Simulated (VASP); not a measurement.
# Ga (C2/c) in VASP: electric field gradients with PBE

Aim: the electric field gradients of Ga with PBE.

All numbers are computed with VASP 6.6.1; they aren't measurements. Logs are shortened: lines on timing, memory, paths and dates and some standing lists are left out, and cuts for length are marked.

**1. The cell of the first run**

Symmetry: C2/c, No. 15, monoclinic system. The conventional cell has a = 2.820 Å, b = 8.211 Å, c = 3.397 Å, α = 90.00°, β = 92.02°, γ = 90.00°. Within 3.6 Å of Ga (site symmetry 2) lie 10 Ga at 2.74 to 3.40 Å.

**2. Electric field gradients, PBE (19.66 Å³/atom)**

INCAR

```
SYSTEM = Ga
PREC = Accurate
ENCUT = 520
EDIFF = 1E-8
ISMEAR = -1
SIGMA = 0.03
LREAL = .False.
LASPH = .True.
NELM = 80
ALGO = Normal
ISIF = 2
LWAVE = .False.
LCHARG = .False.
GGA = PE
LEFG = .True.
NBANDS = 20
```

KPOINTS

```
Automatic mesh
0
Gamma
  14 14 11
  0 0 0
```

POSCAR

```
Ga
1.0
    1.4101245334     -4.1054710295      0.0000000000
    1.4101245334      4.1054710295      0.0000000000
   -0.1197535260      0.0000000000      3.3952393258
Ga
2
Direct
    0.8690000000      0.1310000000      0.2500000000
    0.1310000000      0.8690000000      0.7500000000
```

Potentials or basis: VASP PAW PBE potentials, release 64 (Ga_d).

Command:

```console
$ cat potpaw_PBE.64/Ga_d/POTCAR > POTCAR
$ mpirun -np 1 vasp_std > vasp.out
```

OUTCAR:

```text
SYSTEM = Ga
   PREC = Accurate
   ENCUT = 520
   EDIFF = 1E-8
   ISMEAR = -1
   LREAL = .False.
   LASPH = .True.
   NELM = 80
   ISIF = 2
   GGA = PE

 ion  position               nearest neighbor table
   1  0.869  0.131  0.250-   2 2.74   2 2.74   2 2.92   2 2.92
   2  0.131  0.869  0.750-   1 2.74   1 2.74   1 2.92   1 2.92

  LATTYP: Found a base centered monoclinic cell.
 ALAT       =     2.8202490668
 B/A-ratio  =     2.9114244397
 C/A-ratio  =     1.2046278548
 COS(beta)  =    -0.0352490928

  Lattice vectors:

 A1 = (   1.4101245334,  -4.1054710295,   0.0000000000)
 A2 = (   1.4101245334,   4.1054710295,   0.0000000000)
 A3 = (  -0.1197535260,   0.0000000000,   3.3952393258)

Analysis of symmetry for initial positions (statically):
=====================================================================
 Subroutine PRICEL returns:
 Original cell was already a primitive cell.

 Routine SETGRP: Setting up the symmetry group for a
 base centered monoclinic supercell.

 Subroutine GETGRP returns: Found  4 space group operations
 (whereof  2 operations were pure point group operations)
 out of a pool of  4 trial point group operations.

The static configuration has the point symmetry S_2 .
 The point group associated with its full space group is C_2h.

Analysis of symmetry for dynamics (positions and initial velocities):
=====================================================================
 Subroutine PRICEL returns:
 Original cell was already a primitive cell.

 Routine SETGRP: Setting up the symmetry group for a
 base centered monoclinic supercell.

 Subroutine GETGRP returns: Found  4 space group operations
 (whereof  2 operations were pure point group operations)
 out of a pool of  4 trial point group operations.

The dynamic configuration has the point symmetry S_2 .
 The point group associated with its full space group is C_2h.

 Subroutine INISYM returns: Found  4 space group operations
 (whereof  2 operations are pure point group operations),
 and found     1 'primitive' translations

----------------------------------------------------------------------------------------

                                     Primitive cell

  volume of cell :      39.3116

  direct lattice vectors                    reciprocal lattice vectors
     1.410124533 -4.105471030  0.000000000     0.354578612 -0.121788705  0.012506346
[... 124 lines left out ...]

 Free energy of the ion-electron system (eV)
  ---------------------------------------------------
  ext. energy  EPLUGINS =         0.00000000
  ---------------------------------------------------
  free energy    TOTEN  =        -5.77605157 eV

  energy without entropy =       -5.77414142  energy(sigma->0) =       -5.77509649

 E-fermi :   5.1181     XC(G=0): -10.7691

 val. band max:        5.1141996649   @ k =  -0.3571   0.4286   0.2727
 cond. band min:       5.1385512234   @ k =  -0.2143   0.5000   0.3636
 fundamental gap:      0.0243515585
 Fermi energy:         5.1181260386

 k-point     1 :       0.0000    0.0000    0.0000
  band No.  band energies     occupation
      1      -9.9566      2.00000
      2      -9.9448      2.00000
      3      -9.9175      2.00000
      4      -9.8898      2.00000
      5      -9.6596      2.00000
      6      -9.6569      2.00000
[... 541 lines left out ...]
     19      15.8953      0.00000
     20      17.0781      0.00000

 [... further k-points ...]

------------------------ aborting loop because EDIFF is reached ----------------------------------------

  FORCE on cell =-STRESS in cart. coord.  units (eV):
  Direction    XX          YY          ZZ          XY          YZ          ZX
  --------------------------------------------------------------------------------------
  -------------------------------------------------------------------------------------
  Total       -0.2443975     -0.2295824     -0.3057400      0.0000000      0.0000000     -0.0107621
  in kB       -9.9606248     -9.3568222    -12.4606883      0.0000000      0.0000000     -0.4386169
  external PRESSURE =     -10.5927117 kB  Pullay stress =       0.0000000 kB

 VOLUME and BASIS-vectors are now :
 -----------------------------------------------------------------------------
  energy-cutoff  :      520.00
  volume of cell :       39.31
      direct lattice vectors                 reciprocal lattice vectors
     1.410124533 -4.105471030  0.000000000     0.354578612 -0.121788705  0.012506346
     1.410124533  4.105471030  0.000000000     0.354578612  0.121788705  0.012506346
    -0.119753526  0.000000000  3.395239326     0.000000000  0.000000000  0.294530048

 POSITION                                       TOTAL-FORCE (eV/Angst)
 -----------------------------------------------------------------------------------
      1.38019     -3.02984      0.84881        -0.000000      0.157701      0.000000
      1.32031      3.02984      2.54643         0.000000     -0.157701     -0.000000
 -----------------------------------------------------------------------------------
    total drift:                                0.000000      0.000000     -0.000000

  FREE ENERGIE OF THE ION-ELECTRON SYSTEM (eV)
  ---------------------------------------------------
  free  energy   TOTEN  =        -5.7760515652 eV

  energy  without entropy=       -5.7741414219  energy(sigma->0) =       -5.77509649

 Electric field gradients (V/A^2)
---------------------------------------------------------------------
 ion       V_xx      V_yy      V_zz      V_xy      V_xz      V_yz
---------------------------------------------------------------------
   1      -5.658   -17.038    22.696     0.000    -2.327    -0.000
   2      -5.658   -17.038    22.696     0.000    -2.327    -0.000
---------------------------------------------------------------------

 Electric field gradients after diagonalization (V/A^2)
 (convention: |V_zz| > |V_xx| > |V_yy|)
----------------------------------------------------------------------
 ion       V_xx      V_yy      V_zz     asymmetry (V_yy - V_xx)/ V_zz
----------------------------------------------------------------------
   1     -17.038    -5.848    22.885       0.489
   2     -17.038    -5.848    22.885       0.489
----------------------------------------------------------------------

           NMR quadrupolar parameters

 Cq : quadrupolar parameter    Cq=e*Q*V_zz/h
 eta: asymmetry parameters     (V_yy - V_xx)/ V_zz
 Q  : nuclear electric quadrupole moment in mb (millibarn)
----------------------------------------------------------------------
 ion       Cq(MHz)       eta       Q (mb)
----------------------------------------------------------------------
   1       0.055       0.489       1.000
   2       0.055       0.489       1.000
----------------------------------------------------------------------
```

OSZICAR:

```text
N       E                     dE             d eps       ncg     rms          rms(c)
DAV:   1     0.133355907404E+03    0.13336E+03   -0.13265E+04 24304   0.242E+03
DAV:   2     0.595744682248E+01   -0.12740E+03   -0.12422E+03 24052   0.386E+02
DAV:   3    -0.564003360446E+01   -0.11597E+02   -0.11543E+02 26348   0.952E+01
DAV:   4    -0.581987669172E+01   -0.17984E+00   -0.17974E+00 26576   0.131E+01
DAV:   5    -0.582287356113E+01   -0.29969E-02   -0.29967E-02 26688   0.167E+00    0.131E+00
DAV:   6    -0.578385671585E+01    0.39017E-01   -0.81426E-02 31628   0.453E+00    0.682E-01
DAV:   7    -0.577677923616E+01    0.70775E-02   -0.16643E-02 32708   0.170E+00    0.192E-01
DAV:   8    -0.577603333938E+01    0.74590E-03   -0.21174E-03 25320   0.626E-01    0.188E-02
DAV:   9    -0.577605066610E+01   -0.17327E-04   -0.10061E-04 26344   0.100E-01    0.732E-03
DAV:  10    -0.577605177812E+01   -0.11120E-05   -0.75923E-06 26320   0.322E-02    0.191E-03
DAV:  11    -0.577605167433E+01    0.10379E-06   -0.92123E-07 27268   0.112E-02    0.523E-04
DAV:  12    -0.577605163768E+01    0.36653E-07   -0.99735E-08 28216   0.373E-03    0.180E-04
DAV:  13    -0.577605156646E+01    0.71214E-07   -0.13660E-08 16756   0.171E-03    0.621E-05
DAV:  14    -0.577605156523E+01    0.12342E-08   -0.23633E-09 13184   0.664E-04
   1 F= -.57760516E+01 E0= -.57750965E+01  d E =-.191014E-02
```

Wall time 11 min (1 thread of Intel Xeon 8259CL, shared host); peak memory 0.46 GiB.

What came out:

```yaml
Free_energy: -5.7761 eV
Pressure: -1.1 GPa
Largest_force: 0.158 eV/Å
Band_gap_on_the_k_mesh: zero (bands 13 and 14 overlap by 7.61 eV)
Largest_electric_field_gradient_by_atom: Ga +22.9 V/Å²
```

Forces in eV/Å, atoms in the order of the input:
```
Ga   0.000  0.158  0.000
Ga   0.000 -0.158  0.000
```

Levels at points of the mesh, in eV from the Fermi level:
```
           k point  band 9  band 10  band 11  band 12  band 13  band 14  band 15  band 16  band 17  band 18
(0.00, 0.00, 0.00)  -14.74   -14.62   -10.79    -1.92    -1.79     1.62     5.35     9.27     9.72     9.97
(0.50, 0.00, 0.00)  -14.67   -14.63    -5.93    -4.78    -1.22    -0.10     5.51     6.25     8.10     8.76
(0.50, 0.50, 0.00)  -14.71   -14.67    -8.76    -8.27     3.87     4.41     5.49     5.72     7.26    10.67
```

Electric field gradients, principal values (V/Å²):
| atom | least | middle | greatest (by size) |
| --- | --- | --- | --- |
| 1 Ga | -5.848 | -17.038 | 22.885 |
| 2 Ga | -5.848 | -17.038 | 22.885 |

Caveat: without QUAD_EFG the Cq values of the log hold for a quadrupole moment of 1 mb, not for the nuclei.

The gap in the log of VASP goes by the Fermi energy; the results here count the filled bands.